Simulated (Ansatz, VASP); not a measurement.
One calculation of H4SO, two programs

```
H S O
1.0
     0.00000    2.66921    2.66921
     2.66921    0.00000    2.66921
     2.66921    2.66921    0.00000
H S O
4 1 1
Direct
  0.58000 0.58000 0.26001
  0.58000 0.26001 0.58000
  0.26001 0.58000 0.58000
  0.58000 0.58000 0.58000
  0.00000 0.00000 0.00000
  0.25000 0.25000 0.25000
```

Change from the starting cell: species swapped into the ErCdCu4 type (F-43m, No. 216).

Alike in both runs: functional PBE; dispersion D3(BJ); k mesh 12 × 12 × 12; occupations gaussian, width 0.1 eV; collinear spin.

Ansatz relaxed the structure, and its values are those at the end. VASP's run is a single point on that final structure, the one shown.

|  | VASP | Ansatz |
| --- | --- | --- |
| version | VASP 6.6.1 | Ansatz 0.2.0 |
| potentials or method | VASP PAW PBE potentials, release 64 (H, S, O), cutoff 520 eV | scalar-relativistic, plane waves, PAW |
| valence electrons in the cell | 16 | 16 |

Ansatz gave:

| Item | Value |
| --- | --- |
| gap on the k mesh at the Fermi level (eV) | none |
| pressure (GPa) | 0.0 |
| net moment per atom (μB) | 0.00 |

Task: Estimate VASP's values.

Result: gap on the k mesh at the Fermi level (eV): none; pressure (GPa): -0.3; net moment per atom (μB): 0.00.

A gap of «none» marks a metal or a gap that the smearing closes. Ansatz's warnings: seeded moment not kept.
